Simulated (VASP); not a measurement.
# ZrAl5N6 (P-3m1) in VASP: relaxation of cell and atoms with PBE

Aim: the relaxation of cell and atoms of ZrAl5N6 with PBE.

Program: VASP 6.6.1. These are calculated values, not measurements. Logs are shortened: lines on timing, memory, paths and dates and some standing lists are left out, and cuts for length are marked.

**1. The cell of the first run**

Symmetry: P-3m1, No. 164, trigonal system. The conventional cell has a = 2.937 Å, b = 2.937 Å, c = 14.621 Å, α = 90.00°, β = 90.00°, γ = 120.00°. Within 3.2 Å of Zr (site symmetry -3m) lie 6 N at 2.26 Å and 6 Zr at 2.94 Å and 6 Al at 3.12 Å. Al (site symmetry 3m) has 6 N at 2.03 to 2.07 Å within 2.7 Å. Al (site symmetry 3m) has 6 N at 2.06 Å within 2.7 Å. Al (site symmetry -3m) has 6 N at 2.06 Å within 2.7 Å. N (site symmetry 3m) has 3 Al at 2.03 Å and 3 Zr at 2.26 Å within 2.7 Å. N (site symmetry 3m) has 6 Al at 2.06 to 2.07 Å within 2.7 Å. Within 2.7 Å of N (site symmetry 3m) lie 6 Al at 2.06 Å.

**2. Relaxation of cell and atoms, PBE**

File INCAR:

```
PREC     = Accurate       # precision mode
ENCUT    = 600            # plane-wave cutoff, eV
EDIFF    = 1E-6           # SCF threshold, eV
ISMEAR   = 0              # smearing method
SIGMA    = 0.1            # smearing width, eV
LREAL    = False          # projectors in reciprocal space
LASPH    = True           # aspherical terms in the spheres
NELM     = 80             # most SCF steps
ALGO     = Normal         # electronic algorithm
ISIF     = 3              # what is computed and relaxed
LWAVE    = False          # write WAVECAR
LCHARG   = False          # write CHGCAR
GGA      = PE             # functional
IBRION   = 2              # ionic algorithm
NSW      = 100            # ionic steps
EDIFFG   = -0.01          # ionic threshold
```

File KPOINTS:

```
regular mesh
0
Gamma
  12 12 4
```

File POSCAR:

```
ZrAl5N6
1.0
    2.9370280604      0.0000000000      0.0000000000
   -1.4685140302      2.5435409119      0.0000000000
    0.0000000000      0.0000000000     14.6214243921
Zr Al N
1 5 6
Direct
    0.0000000000      0.0000000000      0.0000000000
    0.6666666667      0.3333333333      0.1790326144
    0.3333333333      0.6666666667      0.3397067713
    0.0000000000      0.0000000000      0.5000000000
    0.6666666667      0.3333333333      0.6602932287
    0.3333333333      0.6666666667      0.8209673856
    0.6666666667      0.3333333333      0.8976857928
    0.3333333333      0.6666666667      0.1023142072
    0.0000000000      0.0000000000      0.2597334487
    0.6666666667      0.3333333333      0.4198814535
    0.3333333333      0.6666666667      0.5801185465
    0.0000000000      0.0000000000      0.7402665513
```

Potentials or basis: VASP PAW PBE potentials, release 64 (Zr_sv, Al, N).

Command:

```bash
$ cat potpaw_PBE.64/Zr_sv/POTCAR potpaw_PBE.64/Al/POTCAR potpaw_PBE.64/N/POTCAR > POTCAR
$ mpirun -np 1 vasp_std > vasp.out
```

OUTCAR:

```text
PREC = Accurate
   ENCUT = 600
   EDIFF = 1E-6
   ISMEAR = 0
   LREAL = False
   LASPH = True
   NELM = 80
   ISIF = 3
   GGA = PE
   IBRION = 2
   NSW = 100
   EDIFFG = -0.01

 ion  position               nearest neighbor table
   1  0.000  0.000  0.000-   7 2.26   8 2.26   8 2.26   7 2.26   7 2.26   8 2.26   2 3.12   6 3.12
                             6 3.12   2 3.12   6 3.12   2 3.12
   2  0.667  0.333  0.179-   8 2.03   8 2.03   8 2.03   9 2.07   9 2.07   9 2.07   3 2.90   3 2.90
                             3 2.90   1 3.12   1 3.12   1 3.12
   3  0.333  0.667  0.340-   9 2.06   9 2.06   9 2.06  10 2.06  10 2.06  10 2.06   4 2.89   4 2.89
                             4 2.89   2 2.90   2 2.90   2 2.90
   4  0.000  0.000  0.500-  10 2.06  11 2.06  11 2.06  10 2.06  10 2.06  11 2.06   3 2.89   5 2.89
                             3 2.89   5 2.89   3 2.89   5 2.89
   5  0.667  0.333  0.660-  12 2.06  12 2.06  12 2.06  11 2.06  11 2.06  11 2.06   4 2.89   4 2.89
                             4 2.89   6 2.90   6 2.90   6 2.90
   6  0.333  0.667  0.821-   7 2.03   7 2.03   7 2.03  12 2.07  12 2.07  12 2.07   5 2.90   5 2.90
                             5 2.90   1 3.12   1 3.12   1 3.12
   7  0.667  0.333  0.898-   6 2.03   6 2.03   6 2.03   1 2.26   1 2.26   1 2.26
   8  0.333  0.667  0.102-   2 2.03   2 2.03   2 2.03   1 2.26   1 2.26   1 2.26
   9  0.000  0.000  0.260-   3 2.06   3 2.06   3 2.06   2 2.07   2 2.07   2 2.07
  10  0.667  0.333  0.420-   4 2.06   4 2.06   4 2.06   3 2.06   3 2.06   3 2.06
  11  0.333  0.667  0.580-   4 2.06   4 2.06   4 2.06   5 2.06   5 2.06   5 2.06
  12  0.000  0.000  0.740-   5 2.06   5 2.06   5 2.06   6 2.07   6 2.07   6 2.07

  LATTYP: Found a hexagonal cell.
 ALAT       =     2.9370280604
 C/A-ratio  =     4.9783059921

  Lattice vectors:

 A1 = (   2.9370280604,   0.0000000000,   0.0000000000)
 A2 = (  -1.4685140302,   2.5435409119,   0.0000000000)
 A3 = (   0.0000000000,   0.0000000000,  14.6214243921)

Analysis of symmetry for initial positions (statically):
=====================================================================
 Subroutine PRICEL returns:
 Original cell was already a primitive cell.

 Routine SETGRP: Setting up the symmetry group for a
 hexagonal supercell.

 Subroutine GETGRP returns: Found 12 space group operations
 (whereof 12 operations were pure point group operations)
 out of a pool of 24 trial point group operations.

The static configuration has the point symmetry D_3d.

Analysis of symmetry for dynamics (positions and initial velocities):
=====================================================================
 Subroutine PRICEL returns:
 Original cell was already a primitive cell.

[... 133 lines left out ...]
   ISIF   =      3    stress and relaxation
   ISYM   =      2    0-nonsym 1-usesym 2-fastsym
   POTIM  = 0.5000    time-step for ionic-motion
   TEBEG  =    0.0;   TEEND  =   0.0 temperature during run
   PSTRESS=    0.0 pullay stress
   NELECT =      57.0000    total number of electrons
   NUPDOWN=      -1.0000    fix difference up-down
   EMIN   =  10.00;   EMAX   =-10.00  energy-range for DOS
   EFERMI =   0.00;   METHOD = LEGACY
   ISMEAR =     0;   SIGMA  =   0.10  broadening in eV -4-tet -1-fermi 0-gaus
   EFERMI_NEDOS =   21; number of points for ismear=-14 and -15
   IALGO  =     38    algorithm
   IMIX   =      4    mixing-type and parameters
     AMIX     =   0.40;   BMIX     =  1.00
     AMIX_MAG =   1.60;   BMIX_MAG =  1.00
  volume/ion in A,a.u.               =       9.10        61.43
  Fermi-wavevector in a.u.,A,eV,Ry     =   1.318017  2.490691 23.635610  1.737168
  Thomas-Fermi vector in A             =   2.448017
   LORBIT       =      0    0 simple, 1 ext, 2 COOP (PROOUT), +10 PAW based schemes
   GGA     = PE    functional components
   LHFCALC =     F    Hartree Fock is set to
   AEXX    =    0.0000 exact exchange contribution
   IVDW    =     0    specifies the selected vdW correction
   LEPSILON=     F    determine dielectric tensor
   LRPA    =     F    only Hartree local field effects (RPA)
 conjugate gradient relaxation of ions
 non-spin polarized calculation
 Gauss-broadening in eV      SIGMA  =   0.10
  energy-cutoff  :      600.00
  volume of cell :      109.23
 maximum number of plane-waves:      3692
   NGX = 11   NGY = 11   NGZ = 59

--------------------------------------- Ionic step        1  -------------------------------------------

 number of electron      57.0000009 magnetization

 Free energy of the ion-electron system (eV)
  ---------------------------------------------------
  ext. energy  EPLUGINS =         0.00000000
  ---------------------------------------------------
  free energy    TOTEN  =       -91.92398504 eV

  energy without entropy =      -91.92000305  energy(sigma->0) =      -91.92199405

------------------------ aborting loop because EDIFF is reached ----------------------------------------

  FORCE on cell =-STRESS in cart. coord.  units (eV):
  Direction    XX          YY          ZZ          XY          YZ          ZX
  --------------------------------------------------------------------------------------
  -------------------------------------------------------------------------------------
  Total       -0.2857107     -0.2857107     -0.2232729      0.0000000     -0.0000000      0.0000000
  in kB       -4.1908349     -4.1908349     -3.2749907      0.0000000     -0.0000000      0.0000000
  external PRESSURE =      -3.8855535 kB  Pullay stress =       0.0000000 kB
[... 79 lines left out ...]
--------------------------------------- Ionic step        3  -------------------------------------------

 number of electron      57.0000009 magnetization

 Free energy of the ion-electron system (eV)
  ---------------------------------------------------
  ext. energy  EPLUGINS =         0.00000000
  ---------------------------------------------------
  free energy    TOTEN  =       -91.92423082 eV

  energy without entropy =      -91.92025270  energy(sigma->0) =      -91.92224176

 E-fermi :  10.8392     XC(G=0): -12.2372

 val. band max:       10.8014614335   @ k =  -0.1667   0.5000   0.2500
 cond. band min:      11.1460291922   @ k =   0.2500   0.1667   0.5000
 fundamental gap:      0.3445677587
 Fermi energy:        10.8392219573

 k-point     1 :       0.0000    0.0000    0.0000
  band No.  band energies     occupation
      1     -38.0131      2.00000
      2     -16.4089      2.00000
      3     -15.2999      2.00000
      4     -15.2999      2.00000
      5      -7.2156      2.00000
      6      -6.7203      2.00000
[... 901 lines left out ...]
     34      16.3548      0.00000
     35      16.5252      0.00000

 [... further k-points ...]
[... 5 lines left out ...]
  --------------------------------------------------------------------------------------
  -------------------------------------------------------------------------------------
  Total        0.0042061      0.0042061      0.0268024      0.0000000      0.0000000      0.0000000
  in kB        0.0617977      0.0617977      0.3937931      0.0000000      0.0000000      0.0000000
  external PRESSURE =       0.1724628 kB  Pullay stress =       0.0000000 kB
[... 27 lines left out ...]
  FREE ENERGIE OF THE ION-ELECTRON SYSTEM (eV)
  ---------------------------------------------------
  free  energy   TOTEN  =       -91.9242308235 eV

  energy  without entropy=      -91.9202526986  energy(sigma->0) =      -91.92224176

 reached required accuracy - stopping structural energy minimisation
```

OSZICAR:

```text
N       E                     dE             d eps       ncg     rms          rms(c)
DAV:   1     0.369661285662E+03    0.36966E+03   -0.31544E+04  4830   0.173E+03
DAV:   2    -0.781293682502E+02   -0.44779E+03   -0.43866E+03  6497   0.369E+02
DAV:   3    -0.103171592522E+03   -0.25042E+02   -0.24908E+02  6449   0.957E+01
[... 24 lines left out ...]
DAV:   2    -0.919242893570E+02    0.38704E-03   -0.15978E-03  5760   0.234E-01    0.756E-02
DAV:   3    -0.919242249171E+02    0.64440E-04   -0.31093E-04  6900   0.115E-01    0.284E-02
DAV:   4    -0.919242297739E+02   -0.48568E-05   -0.70824E-05  7083   0.386E-02    0.135E-02
DAV:   5    -0.919242308965E+02   -0.11226E-05   -0.10673E-05  7844   0.149E-02    0.106E-02
DAV:   6    -0.919242308235E+02    0.72983E-07   -0.14580E-06  4107   0.737E-03
   3 F= -.91924231E+02 E0= -.91922242E+02  d E =-.245785E-03
```

CONTCAR:

```text
ZrAl5N6
   1.00000000000000
     2.9352761124568278    0.0000000000000000    0.0000000000000000
    -1.4676380562284139    2.5420236804751664    0.0000000000000000
     0.0000000000000000   -0.0000000000000000   14.6146086631979770
  Zr              Al              N
     1     5     6
Direct
     0.0000000000000000    1.0000000000000000    0.0000000000000000
     0.6666666667000030    0.3333333332999970    0.1790050938938079
     0.3333333332999970    0.6666666667000030    0.3396936490443270
     0.0000000000000000    1.0000000000000000    0.5000000000000000
     0.6666666667000030    0.3333333332999970    0.6603063509556730
     0.3333333332999970    0.6666666667000030    0.8209949061061921
     0.6666666667000030    0.3333333332999970    0.8976509897204572
     0.3333333332999970    0.6666666667000030    0.1023490102795428
     1.0000000000000000    0.0000000000000000    0.2597483565022581
     0.6666666667000030    0.3333333332999970    0.4198863157491848
     0.3333333332999970    0.6666666667000030    0.5801136842508151
     0.0000000000000000    0.0000000000000000    0.7402516434977419

  0.00000000E+00  0.00000000E+00  0.00000000E+00
  0.00000000E+00  0.00000000E+00  0.00000000E+00
  0.00000000E+00  0.00000000E+00  0.00000000E+00
  0.00000000E+00  0.00000000E+00  0.00000000E+00
  0.00000000E+00  0.00000000E+00  0.00000000E+00
  0.00000000E+00  0.00000000E+00  0.00000000E+00
  0.00000000E+00  0.00000000E+00  0.00000000E+00
  0.00000000E+00  0.00000000E+00  0.00000000E+00
  0.00000000E+00  0.00000000E+00  0.00000000E+00
  0.00000000E+00  0.00000000E+00  0.00000000E+00
  0.00000000E+00  0.00000000E+00  0.00000000E+00
  0.00000000E+00  0.00000000E+00  0.00000000E+00
```

Wall time 12 min (1 thread of Intel Xeon Platinum 8375C at 2.90GHz (Ice Lake), shared host); peak memory 0.44 GiB.

What came out:

- Free energy: -91.9242 eV
- Relaxed volume: 9.09 Å³/atom
- Relaxed cell: a = 2.935 Å, b = 2.935 Å, c = 14.615 Å, α = 90.00°, β = 90.00°, γ = 120.00°
- Space group after relaxing (to 0.1 Å): P-3m1 (No. 164)
- Energy gained by relaxing: 0.0 meV/atom
- Ionic steps: 3
- Pressure after relaxing: 0.0 GPa
- Largest force after relaxing: 0.009 eV/Å
- Band gap on the k mesh: zero (an odd number of electrons rules out a gap without spin polarisation)

Forces on the atoms (eV/Å):
```
Zr   0.000  0.000  0.000
Al   0.000  0.000  0.005
Al   0.000  0.000  0.000
Al   0.000  0.000  0.000
Al   0.000  0.000  0.000
Al   0.000  0.000 -0.005
N    0.000  0.000 -0.009
N    0.000  0.000  0.009
N    0.000  0.000 -0.002
N    0.000  0.000 -0.001
N    0.000  0.000  0.001
N    0.000  0.000  0.002
```

Step by step:
```tsv
step	energy change (eV)	largest force (eV/Å)	pressure (GPa)	volume (Å³)
1	0.0000	0.0203	-0.39	109.23
2	0.0000	0.0246	0.39	108.88
3	-0.0002	0.0092	0.02	109.05
```

Final structure:
```yaml
crystal:
  lattice:
    - [2.93528, 0.00000, 0.00000]
    - [-1.46764, 2.54202, 0.00000]
    - [0.00000, 0.00000, 14.61461]
  atoms:
    - { symbol: Zr, position: [0.00000, 0.00000, 0.00000] }
    - { symbol: Al, position: [0.66667, 0.33333, 0.17901] }
    - { symbol: Al, position: [0.33333, 0.66667, 0.33969] }
    - { symbol: Al, position: [0.00000, 0.00000, 0.50000] }
    - { symbol: Al, position: [0.66667, 0.33333, 0.66031] }
    - { symbol: Al, position: [0.33333, 0.66667, 0.82099] }
    - { symbol: N, position: [0.66667, 0.33333, 0.89765] }
    - { symbol: N, position: [0.33333, 0.66667, 0.10235] }
    - { symbol: N, position: [0.00000, 0.00000, 0.25975] }
    - { symbol: N, position: [0.66667, 0.33333, 0.41989] }
    - { symbol: N, position: [0.33333, 0.66667, 0.58011] }
    - { symbol: N, position: [0.00000, 0.00000, 0.74025] }
```

Caveat: an odd number of electrons without spin polarisation forces a metal; a magnetic or distorted state may lie lower.

The gap in the log of VASP goes by the Fermi energy; the results here count the filled bands.